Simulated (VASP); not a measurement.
# B (P6_3/mmc) in VASP: further runs, part 2 of 3

VASP 6.6.1. The steps go on from the part before.

**3. Single point, revPBE (13.43 Å³/atom)**

This run uses another cell than the first one, of 13.43 Å³/atom.

The input, INCAR:

```
SYSTEM = B
  PREC = Accurate
  ENCUT = 520
  EDIFF = 1E-6
  ISMEAR = -1
  SIGMA = 0.1
  LREAL = .False.
  LASPH = .True.
  NELM = 60
  ALGO = Normal
  ISIF = 2
  LWAVE = .False.
  LCHARG = .False.
  GGA = RE
  NBANDS = 10
```

The input, KPOINTS:

```
Automatic mesh
0
Gamma
  23 23 4
  0 0 0
```

The input, POSCAR:

```
B
1.0
    1.6995689653      0.0000000000      0.0000000000
   -0.8497844826      1.4718698994      0.0000000000
    0.0000000000      0.0000000000     10.7352849389
B
2
Direct
    0.3333333333      0.6666666667      0.2500000000
    0.6666666667      0.3333333333      0.7500000000
```

Potentials or basis: VASP PAW PBE potentials, release 64 (B).

Command:

```
$ cat potpaw_PBE.64/B/POTCAR > POTCAR
$ mpirun -np 1 vasp_std > vasp.out
```

OUTCAR:

```text
SYSTEM = B
   PREC = Accurate
   ENCUT = 520
   EDIFF = 1E-6
   ISMEAR = -1
   LREAL = .False.
   LASPH = .True.
   NELM = 60
   ISIF = 2
   GGA = RE

 ion  position               nearest neighbor table
   1  0.333  0.667  0.250-
   2  0.667  0.333  0.750-

  LATTYP: Found a hexagonal cell.
 ALAT       =     1.6995689653
 C/A-ratio  =     6.3164750346

  Lattice vectors:

 A1 = (   1.6995689653,   0.0000000000,   0.0000000000)
 A2 = (  -0.8497844826,   1.4718698994,   0.0000000000)
 A3 = (   0.0000000000,   0.0000000000,  10.7352849389)

Analysis of symmetry for initial positions (statically):
=====================================================================
 Subroutine PRICEL returns:
 Original cell was already a primitive cell.

 Routine SETGRP: Setting up the symmetry group for a
 hexagonal supercell.

 Subroutine GETGRP returns: Found 24 space group operations
 (whereof 12 operations were pure point group operations)
 out of a pool of 24 trial point group operations.

The static configuration has the point symmetry D_3d.
 The point group associated with its full space group is D_6h.

Analysis of symmetry for dynamics (positions and initial velocities):
=====================================================================
 Subroutine PRICEL returns:
 Original cell was already a primitive cell.

 Routine SETGRP: Setting up the symmetry group for a
 hexagonal supercell.

 Subroutine GETGRP returns: Found 24 space group operations
 (whereof 12 operations were pure point group operations)
 out of a pool of 24 trial point group operations.

The dynamic configuration has the point symmetry D_3d.
 The point group associated with its full space group is D_6h.

 Subroutine INISYM returns: Found 24 space group operations
 (whereof 12 operations are pure point group operations),
 and found     1 'primitive' translations

----------------------------------------------------------------------------------------

                                     Primitive cell

  volume of cell :      26.8548

  direct lattice vectors                    reciprocal lattice vectors
     1.699568965  0.000000000  0.000000000     0.588384479  0.339703937  0.000000000
    -0.849784483  1.471869899  0.000000000     0.000000000  0.679407875  0.000000000
     0.000000000  0.000000000 10.735284939     0.000000000  0.000000000  0.093150765

  length of vectors
     1.699568965  1.699568965 10.735284939     0.679407875  0.679407875  0.093150765

  position of ions in fractional coordinates (direct lattice)
     0.333333333  0.666666667  0.250000000
     0.666666667  0.333333333  0.750000000

  ion indices of the primitive-cell ions
   primitive index   ion index
                 1           1
                 2           2

----------------------------------------------------------------------------------------

 KPOINTS: Automatic mesh

Automatic generation of k-mesh.
 Grid dimensions read from file:
 generate k-points for:   23   23    4

 Generating k-lattice:

  Cartesian coordinates                     Fractional coordinates (reciprocal lattice)
     0.025581934  0.014769736  0.000000000     0.043478261 -0.000000000  0.000000000
     0.000000000  0.029539473  0.000000000     0.000000000  0.043478261  0.000000000
     0.000000000  0.000000000  0.023287691     0.000000000  0.000000000  0.250000000

  Length of vectors
     0.029539473  0.029539473  0.023287691

  Shift w.r.t. Gamma in fractional coordinates (k-lattice)
     0.000000000  0.000000000  0.000000000

 Subroutine IBZKPT returns following result:
 ===========================================

 Found    168 irreducible k-points:

 Following reciprocal coordinates:
            Coordinates               Weight
  0.000000  0.000000  0.000000      1.000000
  0.043478 -0.000000  0.000000      6.000000
  0.086957  0.000000  0.000000      6.000000
  0.130435  0.000000  0.000000      6.000000
  0.173913  0.000000  0.000000      6.000000
  0.217391 -0.000000  0.000000      6.000000
[... 16 lines left out ...]
  0.478261  0.043478  0.000000      6.000000
  0.086957  0.086957  0.000000      6.000000
 [... further k-points ...]
   k-points           NKPTS =    168   k-points in BZ     NKDIM =    168   number of bands    NBANDS=     10
   number of dos      NEDOS =    301   number of ions     NIONS =      2
   total plane-waves  NPLWV =  15680
   dimension x,y,z NGX =    14 NGY =   14 NGZ =   80
   dimension x,y,z NGXF=    28 NGYF=   28 NGZF=  160
   ions per type =               2
   NGX,Y,Z   is equivalent  to a cutoff of  13.69, 13.69, 12.39 a.u.
   NGXF,Y,Z  is equivalent  to a cutoff of  27.39, 27.39, 24.78 a.u.
 SYSTEM =  B
   PREC   = accura    normal or accurate (medium, high low for compatibility)
   ISTART =      0    job   : 0-new  1-cont  2-samecut
   ICHARG =      2    charge: 1-file 2-atom 10-const
   ISPIN  =      1    spin polarized calculation?
   LNONCOLLINEAR =      F non collinear calculations
   LSORBIT =      F    spin-orbit coupling
   LASPH  =      T    aspherical Exc in radial PAW
   ENCUT  =  520.0 eV  38.22 Ry    6.18 a.u.   3.16  3.16 19.96*2*pi/ulx,y,z
   NELM   =     60;   NELMIN=  2; NELMDL= -5     # of ELM steps
   EDIFF  = 0.1E-05   stopping-criterion for ELM
   LREAL  =      F    real-space projection
   EDIFFG = 0.1E-04   stopping-criterion for IOM
   NSW    =      0    number of steps for IOM
   IBRION =     -1    ionic relax: 0-MD 1-quasi-New 2-CG
   NFREE  =      0    steps in history (QN), initial steepest desc. (CG)
   ISIF   =      2    stress and relaxation
   ISYM   =      2    0-nonsym 1-usesym 2-fastsym
   POTIM  = 0.5000    time-step for ionic-motion
   TEBEG  =    0.0;   TEEND  =   0.0 temperature during run
   PSTRESS=    0.0 pullay stress
   NELECT =       6.0000    total number of electrons
   NUPDOWN=      -1.0000    fix difference up-down
   EMIN   =  10.00;   EMAX   =-10.00  energy-range for DOS
   EFERMI =   0.00;   METHOD = LEGACY
   ISMEAR =    -1;   SIGMA  =   0.10  broadening in eV -4-tet -1-fermi 0-gaus
   EFERMI_NEDOS =   21; number of points for ismear=-14 and -15
   IALGO  =     38    algorithm
   IMIX   =      4    mixing-type and parameters
     AMIX     =   0.40;   BMIX     =  1.00
     AMIX_MAG =   1.60;   BMIX_MAG =  1.00
  volume/ion in A,a.u.               =      13.43        90.61
  Fermi-wavevector in a.u.,A,eV,Ry     =   0.993386  1.877227 13.426440  0.986816
  Thomas-Fermi vector in A             =   2.125264
   LORBIT       =      0    0 simple, 1 ext, 2 COOP (PROOUT), +10 PAW based schemes
   GGA     = RE    functional components
   LHFCALC =     F    Hartree Fock is set to
   AEXX    =    0.0000 exact exchange contribution
   IVDW    =     0    specifies the selected vdW correction
   LEPSILON=     F    determine dielectric tensor
   LRPA    =     F    only Hartree local field effects (RPA)
 non-spin polarized calculation
  energy-cutoff  :      520.00
  volume of cell :       26.85
 maximum number of plane-waves:       741
 NGX is ok and might be reduce to    14
   NGX =  7   NGY =  7   NGZ = 39

 number of electron       6.0000000 magnetization

 Free energy of the ion-electron system (eV)
  ---------------------------------------------------
  ext. energy  EPLUGINS =         0.00000000
  ---------------------------------------------------
  free energy    TOTEN  =       -11.54929176 eV

  energy without entropy =      -11.53582647  energy(sigma->0) =      -11.54255912

 E-fermi :   2.5844     XC(G=0):  -7.4796

 val. band max:        2.5537218923   @ k =   0.3478  -0.0000   0.2500
 cond. band min:       2.5897949649   @ k =   0.3478  -0.0000   0.5000
 fundamental gap:      0.0360730726
 Fermi energy:         2.5844499308

 k-point     1 :       0.0000    0.0000    0.0000
  band No.  band energies     occupation
      1     -14.6969      2.00000
      2     -14.6901      2.00000
      3      -5.3587      2.00000
      4      -5.2350      2.00000
      5       4.4359      0.00000
      6       6.7737      0.00000
      7       7.9887      0.00000
      8      13.2818      0.00000
      9      16.4934      0.00000
     10      23.8507      0.00000
[... 287 lines left out ...]
 k-point    24 :       0.0870    0.0870    0.0000
  band No.  band energies     occupation
      1     -13.6564      2.00000
      2     -13.6507      2.00000
      3      -3.8469      2.00000
      4      -3.7260      2.00000
      5       5.8834      0.00000
      6       8.3182      0.00000
      7       9.2496      0.00000
      8      14.7718      0.00000
      9      17.3039      0.00000
     10      23.3409      0.00000

 [... further k-points ...]

------------------------ aborting loop because EDIFF is reached ----------------------------------------

  FORCE on cell =-STRESS in cart. coord.  units (eV):
  Direction    XX          YY          ZZ          XY          YZ          ZX
  --------------------------------------------------------------------------------------
  -------------------------------------------------------------------------------------
  Total        0.9941653      0.9941653     -0.0001303      0.0000000      0.0000000      0.0000000
  in kB       59.3126590     59.3126590     -0.0077727      0.0000000      0.0000000      0.0000000
  external PRESSURE =      39.5391818 kB  Pullay stress =       0.0000000 kB

 VOLUME and BASIS-vectors are now :
 -----------------------------------------------------------------------------
  energy-cutoff  :      520.00
  volume of cell :       26.85
      direct lattice vectors                 reciprocal lattice vectors
     1.699568965  0.000000000  0.000000000     0.588384479  0.339703937  0.000000000
    -0.849784483  1.471869899  0.000000000     0.000000000  0.679407875  0.000000000
     0.000000000  0.000000000 10.735284939     0.000000000  0.000000000  0.093150765

 POSITION                                       TOTAL-FORCE (eV/Angst)
 -----------------------------------------------------------------------------------
     -0.00000      0.98125      2.68382         0.000000     -0.000000      0.000000
      0.84978      0.49062      8.05146        -0.000000      0.000000      0.000000
 -----------------------------------------------------------------------------------
    total drift:                                0.000000     -0.000000      0.000000

  FREE ENERGIE OF THE ION-ELECTRON SYSTEM (eV)
  ---------------------------------------------------
  free  energy   TOTEN  =       -11.5492917591 eV

  energy  without entropy=      -11.5358264713  energy(sigma->0) =      -11.54255912
```

Run time: 67 s. Hardware: 1 thread of AMD EPYC 7R43 (Zen 3), shared host; peak memory 0.12 GiB.

Results:

```yaml
Free_energy: -11.5493 eV
Pressure: 4.0 GPa
Band_gap_on_the_k_mesh: zero (bands 3 and 4 overlap by 11.23 eV)
```

Caveat: the cell stands under pressure; the PAW data sets were made with another functional, which shifts forces and pressure a little; this functional lacks dispersion, which binds the layers, so the pressure and a relaxed spacing across them are unreliable.

**4. Single point, revPBE**

This run uses another cell than the first one, of 13.99 Å³/atom.

The input, INCAR:

```
SYSTEM = B
PREC = Accurate
ENCUT = 520
EDIFF = 1E-6
ISMEAR = -1
SIGMA = 0.1
LREAL = .False.
LASPH = .True.
NELM = 60
ALGO = Normal
ISIF = 2
LWAVE = .False.
LCHARG = .False.
GGA = RE
NBANDS = 10
```

The input, KPOINTS:

```
regular mesh
0
Gamma
  17 17 9
  0 0 0
```

The input, POSCAR:

```
B
1.0
    1.7228536253      0.0000000000      0.0000000000
   -0.8614268127      1.4920350066      0.0000000000
    0.0000000000      0.0000000000     10.8823619131
B
2
Direct
    0.3333333333      0.6666666667      0.2500000000
    0.6666666667      0.3333333333      0.7500000000
```

Potentials or basis: VASP PAW PBE potentials, release 64 (B).

Command:

```
$ cat potpaw_PBE.64/B/POTCAR > POTCAR
$ mpirun -np 1 vasp_std > vasp.out
```

OUTCAR:

```text
SYSTEM = B
   PREC = Accurate
   ENCUT = 520
   EDIFF = 1E-6
   ISMEAR = -1
   LREAL = .False.
   LASPH = .True.
   NELM = 60
   ISIF = 2
   GGA = RE

 ion  position               nearest neighbor table
   1  0.333  0.667  0.250-
   2  0.667  0.333  0.750-

  LATTYP: Found a hexagonal cell.
 ALAT       =     1.7228536253
 C/A-ratio  =     6.3164750350

  Lattice vectors:

 A1 = (   1.7228536253,   0.0000000000,   0.0000000000)
 A2 = (  -0.8614268127,   1.4920350066,   0.0000000000)
 A3 = (   0.0000000000,   0.0000000000,  10.8823619131)

Analysis of symmetry for initial positions (statically):
=====================================================================
 Subroutine PRICEL returns:
 Original cell was already a primitive cell.

 Routine SETGRP: Setting up the symmetry group for a
 hexagonal supercell.

 Subroutine GETGRP returns: Found 24 space group operations
 (whereof 12 operations were pure point group operations)
 out of a pool of 24 trial point group operations.

The static configuration has the point symmetry D_3d.
 The point group associated with its full space group is D_6h.
[... 170 lines left out ...]
  band No.  band energies     occupation
      1     -14.4897      2.00000
      2     -14.4834      2.00000
      3      -5.2562      2.00000
      4      -5.1355      2.00000
      5       4.2454      0.00000
      6       6.5124      0.00000
      7       7.7168      0.00000
      8      12.8513      0.00000
      9      15.9940      0.00000
     10      23.1239      0.00000
[... 287 lines left out ...]
 k-point    24 :       0.1765    0.1765    0.0000
  band No.  band energies     occupation
      1     -10.3161      2.00000
      2     -10.3128      2.00000
      3       0.7208      2.00000
      4       0.8273      2.00000
      5       9.8100      0.00000
      6      11.9908      0.00000
      7      12.6407      0.00000
      8      13.3085      0.00000
      9      13.3087      0.00000
     10      16.1440      0.00000

 [... further k-points ...]

------------------------ aborting loop because EDIFF is reached ----------------------------------------

  FORCE on cell =-STRESS in cart. coord.  units (eV):
  Direction    XX          YY          ZZ          XY          YZ          ZX
  --------------------------------------------------------------------------------------
  -------------------------------------------------------------------------------------
  Total       -0.0363980     -0.0363980      0.0023589      0.0000000     -0.0000000      0.0000000
  in kB       -2.0846722     -2.0846722      0.1351044      0.0000000     -0.0000000      0.0000000
  external PRESSURE =      -1.3447466 kB  Pullay stress =       0.0000000 kB

 VOLUME and BASIS-vectors are now :
 -----------------------------------------------------------------------------
  energy-cutoff  :      520.00
  volume of cell :       27.97
      direct lattice vectors                 reciprocal lattice vectors
     1.722853625  0.000000000  0.000000000     0.580432363  0.335112781  0.000000000
    -0.861426813  1.492035007  0.000000000     0.000000000  0.670225561  0.000000000
     0.000000000  0.000000000 10.882361913     0.000000000  0.000000000  0.091891816

 POSITION                                       TOTAL-FORCE (eV/Angst)
 -----------------------------------------------------------------------------------
     -0.00000      0.99469      2.72059        -0.000000      0.000000      0.000000
      0.86143      0.49735      8.16177         0.000000     -0.000000      0.000000
 -----------------------------------------------------------------------------------
    total drift:                               -0.000000      0.000000     -0.000000

  FREE ENERGIE OF THE ION-ELECTRON SYSTEM (eV)
  ---------------------------------------------------
  free  energy   TOTEN  =       -11.5723570188 eV

  energy  without entropy=      -11.5629473532  energy(sigma->0) =      -11.56765219
```

It took 61 s on 1 thread of AMD EPYC 7R43 (Zen 3), shared host; peak memory 0.13 GiB.

What came out:

| Quantity | Value |
| --- | --- |
| Free energy | -11.5724 eV |
| Pressure | -0.1 GPa |
| Band gap on the k mesh | zero (bands 3 and 4 overlap by 10.60 eV) |

Stress tensor (GPa, compression positive):
```
-0.21  0.00  0.00
 0.00 -0.21  0.00
 0.00  0.00  0.01
```

Levels at points of the mesh, in eV from the Fermi level:
```
           k point  band 1  band 2  band 3  band 4  band 5  band 6  band 7  band 8  band 9
(0.00, 0.00, 0.00)  -16.90  -16.89   -7.67   -7.55    1.83    4.10    5.31   10.44   13.58
```

Caveat: the PAW data sets were made with another functional, which shifts forces and pressure a little; this functional lacks dispersion, which binds the layers, so the pressure and a relaxed spacing across them are unreliable.

(Part 2 of 3 ends here.)
